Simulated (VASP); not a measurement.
# CS2 in VASP: notebook, part 2 of 2

VASP 6.6.1. Earlier steps stand in the parts before.

**4. Single point, PBE+D3(BJ)**

This run uses another cell than the first one, of 25.67 Å³/atom.

The input, INCAR:

```
SYSTEM = CS2
PREC     = Accurate       ! precision mode
ENCUT    = 910            ! plane-wave cutoff, eV
EDIFF    = 1E-6           ! SCF threshold, eV
ISMEAR   = -1             ! smearing method
SIGMA    = 0.05           ! smearing width, eV
LREAL    = .False.        ! projectors in reciprocal space
LASPH    = .True.         ! aspherical terms in the spheres
NELM     = 120            ! most SCF steps
ALGO     = Normal         ! electronic algorithm
ISIF     = 2              ! what is computed and relaxed
LWAVE    = .False.        ! write WAVECAR
LCHARG   = .False.        ! write CHGCAR
GGA      = PE             ! functional
IVDW     = 12             ! dispersion correction
NBANDS   = 25             ! bands
GGA_COMPAT= .False.
```

The input, KPOINTS:

```
regular mesh
0
Gamma
  6 6 3
  0 0 0
```

The input, POSCAR:

```
CS2
1.0
    3.0927017093     -2.6937719135      0.0000000000
    3.0927017093      2.6937719135      0.0000000000
    0.0000000000      0.0000000000      9.2451658520
S C
4 2
Direct
    0.1977944589      0.8022055411      0.8765955487
    0.3022055411      0.6977944589      0.3765955487
    0.6977944589      0.3022055411      0.6234044513
    0.8022055411      0.1977944589      0.1234044513
    0.5000000000      0.5000000000      0.5000000000
    0.0000000000      0.0000000000      0.0000000000
```

Potentials or basis: VASP PAW PBE potentials, release 64 (S, C_h).

On the command line:

```sh
$ cat potpaw_PBE.64/S/POTCAR potpaw_PBE.64/C_h/POTCAR > POTCAR
$ mpirun -np 1 vasp_std > vasp.out
```

OUTCAR:

```text
SYSTEM = CS2
   PREC = Accurate
   ENCUT = 910
   EDIFF = 1E-6
   ISMEAR = -1
   LREAL = .False.
   LASPH = .True.
   NELM = 120
   ISIF = 2
   GGA = PE
   IVDW = 12
 IVDW          = 12

 ion  position               nearest neighbor table
   1  0.198  0.802  0.877-   6 1.56
   2  0.302  0.698  0.377-   5 1.56
   3  0.698  0.302  0.623-   5 1.56
   4  0.802  0.198  0.123-   6 1.56
   5  0.500  0.500  0.500-   2 1.56   3 1.56
   6  0.000  0.000  0.000-   1 1.56   4 1.56

  LATTYP: Found a base centered orthorhombic cell.
 ALAT       =     5.3875438270
 B/A-ratio  =     1.1480933830
 C/A-ratio  =     1.7160261056

  Lattice vectors:

 A1 = (  -3.0927017093,  -2.6937719135,   0.0000000000)
 A2 = (   3.0927017093,  -2.6937719135,   0.0000000000)
 A3 = (   0.0000000000,   0.0000000000,   9.2451658520)

Analysis of symmetry for initial positions (statically):
=====================================================================
 Subroutine PRICEL returns:
 Original cell was already a primitive cell.

 Routine SETGRP: Setting up the symmetry group for a
 base centered orthorhombic supercell.

 Subroutine GETGRP returns: Found  8 space group operations
 (whereof  4 operations were pure point group operations)
 out of a pool of  8 trial point group operations.

The static configuration has the point symmetry C_2h.
 The point group associated with its full space group is D_2h.

Analysis of symmetry for dynamics (positions and initial velocities):
=====================================================================
 Subroutine PRICEL returns:
 Original cell was already a primitive cell.

 Routine SETGRP: Setting up the symmetry group for a
 base centered orthorhombic supercell.

 Subroutine GETGRP returns: Found  8 space group operations
 (whereof  4 operations were pure point group operations)
 out of a pool of  8 trial point group operations.

The dynamic configuration has the point symmetry C_2h.
 The point group associated with its full space group is D_2h.

 Subroutine INISYM returns: Found  8 space group operations
 (whereof  4 operations are pure point group operations),
 and found     1 'primitive' translations

----------------------------------------------------------------------------------------

                                     Primitive cell

  volume of cell :     154.0436

  direct lattice vectors                    reciprocal lattice vectors
     3.092701709 -2.693771914  0.000000000     0.161670942 -0.185613339  0.000000000
     3.092701709  2.693771914  0.000000000     0.161670942  0.185613339  0.000000000
     0.000000000  0.000000000  9.245165852     0.000000000  0.000000000  0.108164636

  length of vectors
     4.101366965  4.101366965  9.245165852     0.246149965  0.246149965  0.108164636

  position of ions in fractional coordinates (direct lattice)
     0.197794459  0.802205541  0.876595549
     0.302205541  0.697794459  0.376595549
     0.697794459  0.302205541  0.623404451
     0.802205541  0.197794459  0.123404451
[... 32 lines left out ...]

 Subroutine IBZKPT returns following result:
 ===========================================

 Found     26 irreducible k-points:

 Following reciprocal coordinates:
            Coordinates               Weight
  0.000000  0.000000  0.000000      1.000000
  0.166667  0.000000  0.000000      4.000000
  0.333333  0.000000  0.000000      4.000000
  0.500000  0.000000  0.000000      2.000000
  0.166667  0.166667  0.000000      2.000000
  0.333333  0.166667  0.000000      4.000000
[... 16 lines left out ...]
  0.333333  0.333333  0.333333      4.000000
  0.500000  0.333333  0.333333      8.000000
 [... further k-points ...]
   k-points           NKPTS =     26   k-points in BZ     NKDIM =     26   number of bands    NBANDS=     25
   number of dos      NEDOS =    301   number of ions     NIONS =      6
   total plane-waves  NPLWV = 153600
   dimension x,y,z NGX =    40 NGY =   40 NGZ =   96
   dimension x,y,z NGXF=    80 NGYF=   80 NGZF=  192
   ions per type =               4   2
   NGX,Y,Z   is equivalent  to a cutoff of  16.21, 16.21, 17.26 a.u.
   NGXF,Y,Z  is equivalent  to a cutoff of  32.43, 32.43, 34.53 a.u.
 SYSTEM =  CS2
   PREC   = accura    normal or accurate (medium, high low for compatibility)
   ISTART =      0    job   : 0-new  1-cont  2-samecut
   ICHARG =      2    charge: 1-file 2-atom 10-const
   ISPIN  =      1    spin polarized calculation?
   LNONCOLLINEAR =      F non collinear calculations
   LSORBIT =      F    spin-orbit coupling
   LASPH  =      T    aspherical Exc in radial PAW
   ENCUT  =  910.0 eV  66.88 Ry    8.18 a.u.  10.09 10.09 22.74*2*pi/ulx,y,z
   NELM   =    120;   NELMIN=  2; NELMDL= -5     # of ELM steps
   EDIFF  = 0.1E-05   stopping-criterion for ELM
   LREAL  =      F    real-space projection
   EDIFFG = 0.1E-04   stopping-criterion for IOM
   NSW    =      0    number of steps for IOM
   IBRION =     -1    ionic relax: 0-MD 1-quasi-New 2-CG
   NFREE  =      0    steps in history (QN), initial steepest desc. (CG)
   ISIF   =      2    stress and relaxation
   ISYM   =      2    0-nonsym 1-usesym 2-fastsym
   POTIM  = 0.5000    time-step for ionic-motion
   TEBEG  =    0.0;   TEEND  =   0.0 temperature during run
   PSTRESS=    0.0 pullay stress
   NELECT =      32.0000    total number of electrons
   NUPDOWN=      -1.0000    fix difference up-down
   EMIN   =  10.00;   EMAX   =-10.00  energy-range for DOS
   EFERMI =   0.00;   METHOD = LEGACY
   ISMEAR =    -1;   SIGMA  =   0.05  broadening in eV -4-tet -1-fermi 0-gaus
   EFERMI_NEDOS =   21; number of points for ismear=-14 and -15
   IALGO  =     38    algorithm
   IMIX   =      4    mixing-type and parameters
     AMIX     =   0.40;   BMIX     =  1.00
     AMIX_MAG =   1.60;   BMIX_MAG =  1.00
  volume/ion in A,a.u.               =      25.67       173.26
  Fermi-wavevector in a.u.,A,eV,Ry     =   0.969565  1.832212 12.790245  0.940056
  Thomas-Fermi vector in A             =   2.099628
   LORBIT       =      0    0 simple, 1 ext, 2 COOP (PROOUT), +10 PAW based schemes
   GGA     = PE    functional components
   LHFCALC =     F    Hartree Fock is set to
   AEXX    =    0.0000 exact exchange contribution
   IVDW    =    12    specifies the selected vdW correction
   LEPSILON=     F    determine dielectric tensor
   LRPA    =     F    only Hartree local field effects (RPA)
 non-spin polarized calculation
  energy-cutoff  :      910.00
  volume of cell :      154.04
 maximum number of plane-waves:      9666
   NGX = 21   NGY = 21   NGZ = 45

 number of electron      31.9999999 magnetization

 Free energy of the ion-electron system (eV)
  ---------------------------------------------------
  ext. energy  EPLUGINS =         0.00000000
  ---------------------------------------------------
  free energy    TOTEN  =       -33.23356718 eV

  energy without entropy =      -33.23356718  energy(sigma->0) =      -33.23356718

 E-fermi :   0.9967     XC(G=0):  -7.6315

 val. band max:       -0.1239226718   @ k =   0.5000   0.5000   0.0000
 cond. band min:       2.7776045546   @ k =   0.5000   0.5000   0.0000
 fundamental gap:      2.9015272264
 Fermi energy:         0.9966772501

 k-point     1 :       0.0000    0.0000    0.0000
  band No.  band energies     occupation
      1     -15.2925      2.00000
      2     -15.1640      2.00000
      3     -13.0705      2.00000
      4     -12.8314      2.00000
      5      -6.8403      2.00000
      6      -6.1637      2.00000
[... 661 lines left out ...]
     24       7.8746      0.00000
     25       8.7869      0.00000

 [... further k-points ...]

------------------------ aborting loop because EDIFF is reached ----------------------------------------

 Edisp (eV)   -0.98958

 E8    (eV) :    -0.3401

  FORCE on cell =-STRESS in cart. coord.  units (eV):
  Direction    XX          YY          ZZ          XY          YZ          ZX
  --------------------------------------------------------------------------------------
  -------------------------------------------------------------------------------------
  Total      -0.03930    -0.85003    -0.96857     0.00000     0.00000     0.00000
  in kB      -0.40872    -8.84095   -10.07390     0.00000     0.00000     0.00000
  external pressure =       -6.44 kB  Pullay stress =        0.00 kB

 VOLUME and BASIS-vectors are now :
 -----------------------------------------------------------------------------
  energy-cutoff  :      910.00
  volume of cell :      154.04
      direct lattice vectors                 reciprocal lattice vectors
     3.092701709 -2.693771914  0.000000000     0.161670942 -0.185613339  0.000000000
     3.092701709  2.693771914  0.000000000     0.161670942  0.185613339  0.000000000
     0.000000000  0.000000000  9.245165852     0.000000000  0.000000000  0.108164636

 POSITION                                       TOTAL-FORCE (eV/Angst)
 -----------------------------------------------------------------------------------
      3.09270      1.62815      8.10427         0.000000      0.191276      0.206015
      3.09270      1.06563      3.48169         0.000000     -0.191276      0.206015
      3.09270     -1.06563      5.76348         0.000000      0.191276     -0.206015
      3.09270     -1.62815      1.14089         0.000000     -0.191276     -0.206015
      3.09270      0.00000      4.62258         0.000000      0.000000      0.000000
      0.00000      0.00000      0.00000         0.000000     -0.000000      0.000000
 -----------------------------------------------------------------------------------
    total drift:                                0.000000      0.000000     -0.000000

  FREE ENERGIE OF THE ION-ELECTRON SYSTEM (eV)
  ---------------------------------------------------
  free  energy   TOTEN  =       -34.2231507371 eV

  energy  without entropy=      -34.2231507371  energy(sigma->0) =      -34.22315074
```

Run time: 2.4 min. Hardware: 1 thread of Intel Xeon Platinum 8559C (Emerald Rapids), shared host; peak memory 0.5 GiB.

Results:

| Property | Result |
| --- | --- |
| Free energy | -34.2232 eV |
| Pressure | -0.6 GPa |
| Largest force | 0.281 eV/Å |
| Band gap on the k mesh | 2.90 eV |
| Dispersion energy per atom | -0.165 eV |

Forces on the atoms (eV/Å):
```
S    0.000  0.191  0.206
S    0.000 -0.191  0.206
S    0.000  0.191 -0.206
S    0.000 -0.191 -0.206
C    0.000  0.000  0.000
C    0.000  0.000  0.000
```

Stress tensor (GPa, compression positive):
```
-0.04  0.00  0.00
 0.00 -0.88  0.00
 0.00  0.00 -1.01
```

Levels at points of the mesh, in eV from the valence-band top:
| k point | band 13 | band 14 | band 15 | band 16 | band 17 | band 18 | band 19 | band 20 |
| --- | --- | --- | --- | --- | --- | --- | --- | --- |
| (0.00, 0.00, 0.00) | -0.83 | -0.68 | -0.58 | -0.17 | 2.94 | 3.09 | 3.61 | 3.97 |
| (0.50, 0.00, 0.00) | -0.55 | -0.55 | -0.21 | -0.21 | 3.25 | 3.25 | 3.61 | 3.61 |
| (0.50, 0.50, 0.00) | -1.14 | -1.13 | -0.49 | 0.00 | 2.90 | 3.12 | 4.36 | 4.44 |

Caveat: the cutoff is under 1.25 times the usual one of these potentials, so pressure, stress and relaxed cells hold a basis-set (Pulay) error; an odd mesh through Γ misses points on the zone boundary, where band edges can lie.

**5. Single point, PBEsol (atoms moved at random)**

The input, INCAR:

```
SYSTEM = CS2
  PREC = Accurate
  ENCUT = 520
  EDIFF = 1E-7
  ISMEAR = -1
  SIGMA = 0.05
  LREAL = .False.
  LASPH = .True.
  NELM = 60
  ALGO = Normal
  ISIF = 2
  LWAVE = .False.
  LCHARG = .False.
  GGA = PS
  NBANDS = 25
```

KPOINTS is that of step 4.

The input, POSCAR:

```
CS2
1.0
    3.6457880000     -2.9943140000      0.0000000000
    3.6457880000      2.9943140000      0.0000000000
    0.0000000000      0.0000000000      9.8512570000
S C
4 2
Direct
    0.1734530000      0.8181560000      0.8876620000
    0.3186340000      0.6833800000      0.3863530000
    0.6756330000      0.3154350000      0.6150760000
    0.8284930000      0.1635220000      0.1119200000
    0.4949060000      0.4993010000      0.5041260000
    0.0099390000     -0.0109550000      0.0008830000
```

Potentials or basis: VASP PAW PBE potentials, release 64 (S, C).

On the command line:

```sh
$ cat potpaw_PBE.64/S/POTCAR potpaw_PBE.64/C/POTCAR > POTCAR
$ mpirun -np 1 vasp_std > vasp.out
```

Wall time 4.6 min (1 thread of Intel Xeon Platinum 8259CL at 2.50GHz (Skylake/Cascade Lake), shared host); peak memory 0.44 GiB.

Results (log left out):

```yaml
Free_energy: -34.4590 eV
Pressure: 1.2 GPa
Largest_force: 3.220 eV/Å
Band_gap_on_the_k_mesh: 3.46 eV
```

Forces in eV/Å, atoms in the order of the input:
```
S    0.030 -2.229 -2.324
S   -0.048 -0.841  1.019
S   -0.025 -0.202  0.309
S    0.060  1.049  1.227
C    0.073  1.042 -1.329
C   -0.090  1.180  1.097
```

Stress tensor (GPa, compression positive):
```
-0.22  0.01  0.05
 0.01  1.77  3.28
 0.05  3.28  2.09
```

Levels at points of the mesh, in eV from the valence-band top:
```tsv
k point	band 13	band 14	band 15	band 16	band 17	band 18	band 19	band 20
(0.00, 0.00, 0.00)	-0.47	-0.35	-0.33	-0.18	3.52	3.60	3.93	4.12
(0.50, 0.00, 0.00)	-0.31	-0.28	-0.16	-0.13	3.52	3.67	3.75	3.88
(0.00, 0.50, 0.00)	-0.29	-0.28	-0.15	-0.13	3.53	3.68	3.75	3.89
(0.50, 0.50, 0.00)	-0.56	-0.48	-0.25	0.00	3.46	3.52	4.21	4.26
```

Caveat: the cell differs from its parent crystal (atoms moved at random); this functional lacks dispersion, which holds the molecules together, so the pressure and a relaxed volume are unreliable; the PAW data sets were made with another functional, which shifts forces and pressure a little; an odd mesh through Γ misses points on the zone boundary, where band edges can lie.

**6. Single point, PBEsol**

This run uses another cell than the first one, of 35.85 Å³/atom.

The input, INCAR:

```
  PREC = Accurate
  ENCUT = 520
  EDIFF = 1E-6
  ISMEAR = -1
  SIGMA = 0.05
  LREAL = F
  LASPH = T
  NELM = 60
  ALGO = Normal
  ISIF = 2
  LWAVE = F
  LCHARG = F
  GGA = PS
  NBANDS = 25
```

The input, KPOINTS:

```
regular mesh
0
Gamma
  6 6 3
```

The input, POSCAR:

```
CS2
1.0
    3.6457880000     -2.9943140000      0.0000000000
    3.6457880000      2.9943140000      0.0000000000
    0.0000000000      0.0000000000      9.8512570000
S C
4 2
Direct
    0.1815210000      0.8184790000      0.8868670000
    0.3184790000      0.6815210000      0.3868670000
    0.6815210000      0.3184790000      0.6131330000
    0.8184790000      0.1815210000      0.1131330000
    0.5000000000      0.5000000000      0.5000000000
    0.0000000000      0.0000000000      0.0000000000
```

Potentials or basis: VASP PAW PBE potentials, release 64 (S, C).

On the command line:

```sh
$ cat potpaw_PBE.64/S/POTCAR potpaw_PBE.64/C/POTCAR > POTCAR
$ mpirun -np 1 vasp_std > vasp.out
```

Run time: 2.6 min. Hardware: 1 thread of Intel Xeon 8259CL, shared host; peak memory 0.35 GiB.

The run converged. Its results:

```
Free energy            : -34.5937 eV
Pressure               : -0.4 GPa
Largest force          : 0.134 eV/Å
Band gap on the k mesh : 3.43 eV
```

Forces in eV/Å, atoms in the order of the input:
```
S    0.000  0.094  0.096
S    0.000 -0.094  0.096
S    0.000  0.094 -0.096
S    0.000 -0.094 -0.096
C    0.000  0.000  0.000
C    0.000  0.000  0.000
```

Stress tensor (GPa, compression positive):
```
-0.21  0.00  0.00
 0.00 -0.52  0.00
 0.00  0.00 -0.54
```

Levels at points of the mesh, in eV from the valence-band top:
| k point | band 14 | band 15 | band 16 | band 17 | band 18 | band 19 |
| --- | --- | --- | --- | --- | --- | --- |
| (0.00, 0.00, 0.00) | -0.37 | -0.34 | -0.19 | 3.48 | 3.57 | 3.79 |
| (0.50, 0.00, 0.00) | -0.30 | -0.14 | -0.14 | 3.56 | 3.56 | 3.71 |
| (0.50, 0.50, 0.00) | -0.48 | -0.27 | 0.00 | 3.43 | 3.48 | 4.12 |

Caveat: this functional lacks dispersion, which holds the molecules together, so the pressure and a relaxed volume are unreliable; the PAW data sets were made with another functional, which shifts forces and pressure a little; an odd mesh through Γ misses points on the zone boundary, where band edges can lie.

**7. Overview**

| level | potentials or basis | cell | cutoff (eV) | gap on the mesh (eV) | pressure (GPa) | largest force (eV/Å) |
| --- | --- | --- | --- | --- | --- | --- |
| PBEsol | VASP PAW PBE potentials, release 64 (S, C) | a = 3.799, b = 3.799, c = 8.753 Å, angles 90.0, 90.0, 84.2°, 6 atoms, atomic positions A | 520 | 2.21 | 1.4 | 0.22 |
| PBEsol | VASP PAW PBE potentials, release 64 (S, C) | a = 4.186, b = 4.186, c = 9.465 Å, angles 90.0, 90.0, 84.8°, 6 atoms, atomic positions B | 520 | 2.93 | -0.5 | 0.21 |
| PBE+D3(BJ) | VASP PAW PBE potentials, release 64 (S, C_h) | a = 4.101, b = 4.101, c = 9.245 Å, angles 90.0, 90.0, 82.1°, 6 atoms, atomic positions C | 910 | 2.90 | -0.6 | 0.28 |
| PBEsol | VASP PAW PBE potentials, release 64 (S, C) | a = 4.718, b = 4.718, c = 9.851 Å, angles 90.0, 90.0, 78.8°, 6 atoms, atomic positions D | 520 | 3.46 | 1.2 | 3.22 |
| PBEsol | VASP PAW PBE potentials, release 64 (S, C) | a = 4.718, b = 4.718, c = 9.851 Å, angles 90.0, 90.0, 78.8°, 6 atoms, atomic positions E | 520 | 3.43 | -0.4 | 0.13 |

Alike in all rows: task single point; no spin polarisation; k mesh 6 × 6 × 3; smearing fermi-dirac 0.05 eV.

Caveats: an odd mesh through Γ misses points on the zone boundary, where band edges can lie; this functional lacks dispersion, which holds the molecules together, so the pressure and a relaxed volume are unreliable (at least some runs); the PAW data sets were made with another functional, which shifts forces and pressure a little (at least some runs); the cutoff is under 1.25 times the usual one of these potentials, so pressure, stress and relaxed cells hold a basis-set (Pulay) error (at least some runs).

Total energies depend on the potentials used, so only differences within one code and one set of settings carry meaning.
